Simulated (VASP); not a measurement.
# GaAs (GaAs (110), 1 layers) in VASP: further runs

GaAs (GaAs (110), 1 layers) is run at these levels: PBE; tasks: single point.

All numbers are computed with VASP 6.6.1; they aren't measurements. Logs are shortened: lines on timing, memory, paths and dates and some standing lists are left out, and cuts for length are marked.

## Step 1: The cell of the first run

The cell holds a slab with vacuum, 2 atoms: a = 4.062 Å, b = 5.745 Å, c = 13.000 Å, α = 90.00°, β = 90.00°, γ = 90.00°.

## Step 2: Single point, PBE

INCAR

```
SYSTEM = GaAs
PREC = Accurate
ENCUT = 520
EDIFF = 1E-7
ISMEAR = -1
SIGMA = 0.02
LREAL = .FALSE.
LASPH = .TRUE.
NELM = 60
ALGO = Normal
ISIF = 2
LWAVE = .FALSE.
LCHARG = .TRUE.
LDIPOL = .TRUE.
IDIPOL = 3
DIPOL = 0.5 0.5 0.500
GGA = PE
LELF = .TRUE.
LVHAR = .TRUE.
LVACPOTAV = .TRUE.
NBANDS = 16
```

KPOINTS

```
Automatic mesh
0
G
  8 5 1
  0 0 0
```

POSCAR

```
GaAs
1.0
    4.0620561041      0.0000000000      0.0000000000
    0.0000000000      5.7446148335      0.0000000000
    0.0000000000      0.0000000000     13.0000000000
Ga As
1 1
Direct
    0.2500000000      0.1250000000      0.5000000000
    0.7500000000      0.8750000000      0.5000000000
```

Potentials or basis: VASP PAW PBE potentials, release 64 (Ga_d, As).

On the command line:

```console
$ cat potpaw_PBE.64/Ga_d/POTCAR potpaw_PBE.64/As/POTCAR > POTCAR
$ mpirun -np 1 vasp_std > vasp.out
```

OUTCAR:

```text
SYSTEM = GaAs
   PREC = Accurate
   ENCUT = 520
   EDIFF = 1E-7
   ISMEAR = -1
   LREAL = .FALSE.
   LASPH = .TRUE.
   NELM = 60
   ISIF = 2
   GGA = PE

 ion  position               nearest neighbor table
   1  0.250  0.125  0.500-   2 2.49   2 2.49
   2  0.750  0.875  0.500-   1 2.49   1 2.49

  LATTYP: Found a simple orthorhombic cell.
 ALAT       =     4.0620561041
 B/A-ratio  =     1.4142135624
 C/A-ratio  =     3.2003496916

  Lattice vectors:

 A1 = (   4.0620561041,   0.0000000000,   0.0000000000)
 A2 = (   0.0000000000,   5.7446148335,   0.0000000000)
 A3 = (   0.0000000000,   0.0000000000,  13.0000000000)

Analysis of symmetry for initial positions (statically):
=====================================================================
 Subroutine PRICEL returns:
 Original cell was already a primitive cell.

 Routine SETGRP: Setting up the symmetry group for a
 simple orthorhombic supercell.

 Subroutine GETGRP returns: Found  4 space group operations
 (whereof  2 operations were pure point group operations)
 out of a pool of  8 trial point group operations.

The static configuration has the point symmetry C_1h.
 The point group associated with its full space group is C_2v.

Analysis of symmetry for dynamics (positions and initial velocities):
=====================================================================
 Subroutine PRICEL returns:
 Original cell was already a primitive cell.

 Routine SETGRP: Setting up the symmetry group for a
 simple orthorhombic supercell.

 Subroutine GETGRP returns: Found  4 space group operations
 (whereof  2 operations were pure point group operations)
 out of a pool of  8 trial point group operations.

The dynamic configuration has the point symmetry C_1h.
 The point group associated with its full space group is C_2v.

 Subroutine INISYM returns: Found  4 space group operations
 (whereof  2 operations are pure point group operations),
 and found     1 'primitive' translations

----------------------------------------------------------------------------------------

                                     Primitive cell

  volume of cell :     303.3543

  direct lattice vectors                    reciprocal lattice vectors
     4.062056104  0.000000000  0.000000000     0.246180746  0.000000000  0.000000000
     0.000000000  5.744614834  0.000000000     0.000000000  0.174076075  0.000000000
     0.000000000  0.000000000 13.000000000     0.000000000  0.000000000  0.076923077

  length of vectors
     4.062056104  5.744614834 13.000000000     0.246180746  0.174076075  0.076923077

  position of ions in fractional coordinates (direct lattice)
     0.250000000  0.125000000  0.500000000
     0.750000000  0.875000000  0.500000000

  ion indices of the primitive-cell ions
   primitive index   ion index
                 1           1
                 2           2

----------------------------------------------------------------------------------------

 KPOINTS: Automatic mesh

Automatic generation of k-mesh.
 Grid dimensions read from file:
 generate k-points for:    8    5    1

 Generating k-lattice:

  Cartesian coordinates                     Fractional coordinates (reciprocal lattice)
     0.030772593  0.000000000  0.000000000     0.125000000  0.000000000  0.000000000
     0.000000000  0.034815215  0.000000000     0.000000000  0.200000000  0.000000000
     0.000000000  0.000000000  0.076923077     0.000000000  0.000000000  1.000000000

  Length of vectors
     0.030772593  0.034815215  0.076923077

  Shift w.r.t. Gamma in fractional coordinates (k-lattice)
     0.000000000  0.000000000  0.000000000

 Subroutine IBZKPT returns following result:
 ===========================================

 Found     15 irreducible k-points:

 Following reciprocal coordinates:
            Coordinates               Weight
  0.000000  0.000000  0.000000      1.000000
  0.125000  0.000000  0.000000      2.000000
  0.250000  0.000000  0.000000      2.000000
  0.375000  0.000000  0.000000      2.000000
  0.500000  0.000000  0.000000      1.000000
  0.000000  0.200000  0.000000      2.000000
  0.125000  0.200000  0.000000      4.000000
  0.250000  0.200000  0.000000      4.000000
  0.375000  0.200000  0.000000      4.000000
  0.500000  0.200000  0.000000      2.000000
  0.000000  0.400000  0.000000      2.000000
  0.125000  0.400000  0.000000      4.000000
  0.250000  0.400000  0.000000      4.000000
  0.375000  0.400000  0.000000      4.000000
  0.500000  0.400000  0.000000      2.000000
   k-points           NKPTS =     15   k-points in BZ     NKDIM =     15   number of bands    NBANDS=     16
   number of dos      NEDOS =    301   number of ions     NIONS =      2
   total plane-waves  NPLWV = 141120
   dimension x,y,z NGX =    30 NGY =   48 NGZ =   98
   dimension x,y,z NGXF=    60 NGYF=   96 NGZF=  196
   ions per type =               1   1
   NGX,Y,Z   is equivalent  to a cutoff of  12.28, 13.89, 12.53 a.u.
   NGXF,Y,Z  is equivalent  to a cutoff of  24.56, 27.78, 25.06 a.u.
 SYSTEM =  GaAs
   PREC   = accura    normal or accurate (medium, high low for compatibility)
   ISTART =      0    job   : 0-new  1-cont  2-samecut
   ICHARG =      2    charge: 1-file 2-atom 10-const
   ISPIN  =      1    spin polarized calculation?
   LNONCOLLINEAR =      F non collinear calculations
   LSORBIT =      F    spin-orbit coupling
   LASPH  =      T    aspherical Exc in radial PAW
   ENCUT  =  520.0 eV  38.22 Ry    6.18 a.u.   7.55 10.68 24.17*2*pi/ulx,y,z
   NELM   =     60;   NELMIN=  2; NELMDL= -5     # of ELM steps
   EDIFF  = 0.1E-06   stopping-criterion for ELM
   LREAL  =      F    real-space projection
   EDIFFG = 0.1E-05   stopping-criterion for IOM
   NSW    =      0    number of steps for IOM
   IBRION =     -1    ionic relax: 0-MD 1-quasi-New 2-CG
   NFREE  =      0    steps in history (QN), initial steepest desc. (CG)
   ISIF   =      2    stress and relaxation
   ISYM   =      2    0-nonsym 1-usesym 2-fastsym
   POTIM  = 0.5000    time-step for ionic-motion
   TEBEG  =    0.0;   TEEND  =   0.0 temperature during run
   PSTRESS=    0.0 pullay stress
   NELECT =      18.0000    total number of electrons
   NUPDOWN=      -1.0000    fix difference up-down
   EMIN   =  10.00;   EMAX   =-10.00  energy-range for DOS
   EFERMI =   0.00;   METHOD = LEGACY
   ISMEAR =    -1;   SIGMA  =   0.02  broadening in eV -4-tet -1-fermi 0-gaus
   EFERMI_NEDOS =   21; number of points for ismear=-14 and -15
   IALGO  =     38    algorithm
   IMIX   =      4    mixing-type and parameters
     AMIX     =   0.40;   BMIX     =  1.00
     AMIX_MAG =   1.60;   BMIX_MAG =  1.00
  volume/ion in A,a.u.               =     151.68      1023.57
  Fermi-wavevector in a.u.,A,eV,Ry     =   0.638531  1.206649  5.547400  0.407722
  Thomas-Fermi vector in A             =   1.703904
   LORBIT       =      0    0 simple, 1 ext, 2 COOP (PROOUT), +10 PAW based schemes
   GGA     = PE    functional components
   LHFCALC =     F    Hartree Fock is set to
   AEXX    =    0.0000 exact exchange contribution
   IVDW    =     0    specifies the selected vdW correction
   LEPSILON=     F    determine dielectric tensor
   LRPA    =     F    only Hartree local field effects (RPA)
 non-spin polarized calculation
  energy-cutoff  :      520.00
  volume of cell :      303.35
 maximum number of plane-waves:      8211
   NGX = 15   NGY = 21   NGZ = 49

 dipolmoment           0.000000      0.000000      0.000000 electrons x Angstroem

 number of electron      18.0000009 magnetization

 dipolmoment           0.000000      0.000000     -0.000000 electrons x Angstroem

 Free energy of the ion-electron system (eV)
  ---------------------------------------------------
  ext. energy  EPLUGINS =         0.00000000
  ---------------------------------------------------
  free energy    TOTEN  =        -5.85876128 eV

  energy without entropy =       -5.85529741  energy(sigma->0) =       -5.85702934

 E-fermi :  -3.5982     XC(G=0):  -2.6460

 val. band max:       -3.6647100856   @ k =   0.3750   0.4000   0.0000
 cond. band min:      -3.5780815489   @ k =   0.5000   0.0000   0.0000
 fundamental gap:      0.0866285367
 Fermi energy:        -3.5981717020

 k-point     1 :       0.0000    0.0000    0.0000
  band No.  band energies     occupation
      1     -18.4022      2.00000
      2     -18.3868      2.00000
      3     -18.3388      2.00000
      4     -18.3043      2.00000
      5     -18.2755      2.00000
      6     -13.9027      2.00000
[... 8 lines left out ...]
     15       2.3185      0.00000
     16       2.8010      0.00000

 k-point     2 :       0.1250    0.0000    0.0000
  band No.  band energies     occupation
      1     -18.4016      2.00000
      2     -18.3866      2.00000
      3     -18.3474      2.00000
      4     -18.2950      2.00000
      5     -18.2766      2.00000
      6     -13.8076      2.00000
[... 8 lines left out ...]
     15       1.8230      0.00000
     16       2.5630      0.00000

 k-point     3 :       0.2500    0.0000    0.0000
  band No.  band energies     occupation
      1     -18.3999      2.00000
      2     -18.3861      2.00000
      3     -18.3627      2.00000
      4     -18.2793      2.00000
      5     -18.2782      2.00000
      6     -13.5481      2.00000
[... 8 lines left out ...]
     15       2.1980      0.00000
     16       2.9724      0.00000

 k-point     4 :       0.3750    0.0000    0.0000
  band No.  band energies     occupation
      1     -18.3973      2.00000
      2     -18.3856      2.00000
      3     -18.3762      2.00000
      4     -18.2820      2.00000
      5     -18.2640      2.00000
      6     -13.2257      2.00000
[... 8 lines left out ...]
     15       2.7353      0.00000
     16       3.6154      0.00000
[... 153 lines left out ...]
 k-point    13 :       0.2500    0.4000    0.0000
  band No.  band energies     occupation
      1     -18.3995      2.00000
      2     -18.3862      2.00000
      3     -18.3631      2.00000
      4     -18.2793      2.00000
      5     -18.2781      2.00000
      6     -13.5232      2.00000
[... 8 lines left out ...]
     15       2.2072      0.00000
     16       2.8882      0.00000

 k-point    14 :       0.3750    0.4000    0.0000
  band No.  band energies     occupation
      1     -18.3970      2.00000
      2     -18.3857      2.00000
      3     -18.3767      2.00000
      4     -18.2819      2.00000
      5     -18.2639      2.00000
      6     -13.2046      2.00000
[... 8 lines left out ...]
     15       3.1602      0.00000
     16       3.5986      0.00000

 k-point    15 :       0.5000    0.4000    0.0000
  band No.  band energies     occupation
      1     -18.3950      2.00000
      2     -18.3855      2.00000
      3     -18.3830      2.00000
      4     -18.2830      2.00000
      5     -18.2584      2.00000
      6     -13.0440      2.00000
[... 8 lines left out ...]
     15       3.0673      0.00000
     16       3.5043      0.00000

------------------------ aborting loop because EDIFF is reached ----------------------------------------

  FORCE on cell =-STRESS in cart. coord.  units (eV):
  Direction    XX          YY          ZZ          XY          YZ          ZX
  --------------------------------------------------------------------------------------
  -------------------------------------------------------------------------------------
  Total       -2.0196270     -2.5052243      0.0005227      0.0000000      0.0000000      0.0000000
  in kB      -10.6667364    -13.2314371      0.0027608      0.0000000      0.0000000      0.0000000
  external PRESSURE =      -7.9651376 kB  Pullay stress =       0.0000000 kB

 VOLUME and BASIS-vectors are now :
 -----------------------------------------------------------------------------
  energy-cutoff  :      520.00
  volume of cell :      303.35
      direct lattice vectors                 reciprocal lattice vectors
     4.062056104  0.000000000  0.000000000     0.246180746  0.000000000  0.000000000
     0.000000000  5.744614834  0.000000000     0.000000000  0.174076075  0.000000000
     0.000000000  0.000000000 13.000000000     0.000000000  0.000000000  0.076923077

 POSITION                                       TOTAL-FORCE (eV/Angst)
 -----------------------------------------------------------------------------------
      1.01551      0.71808      6.50000         0.000000     -1.464835      0.000000
      3.04654      5.02654      6.50000         0.000000      1.464835      0.000000
 -----------------------------------------------------------------------------------
    total drift:                                0.000000     -0.000209      0.000000

  FREE ENERGIE OF THE ION-ELECTRON SYSTEM (eV)
  ---------------------------------------------------
  free  energy   TOTEN  =        -5.8587612762 eV

  energy  without entropy=       -5.8552974064  energy(sigma->0) =       -5.85702934

 vacuum level on the upper side and lower side of the slab         1.381         1.381
```

Wall time 4.3 min (1 thread of AMD EPYC 7R13, shared host); peak memory 0.35 GiB.

What came out:

| Property | Result |
| --- | --- |
| Free energy | -5.8588 eV |
| Largest force | 1.465 eV/Å |

Forces in eV/Å, atoms in the order of the input:
```
Ga   0.000 -1.465  0.000
As   0.000  1.465  0.000
```

(Continued in part 2 of 2.)
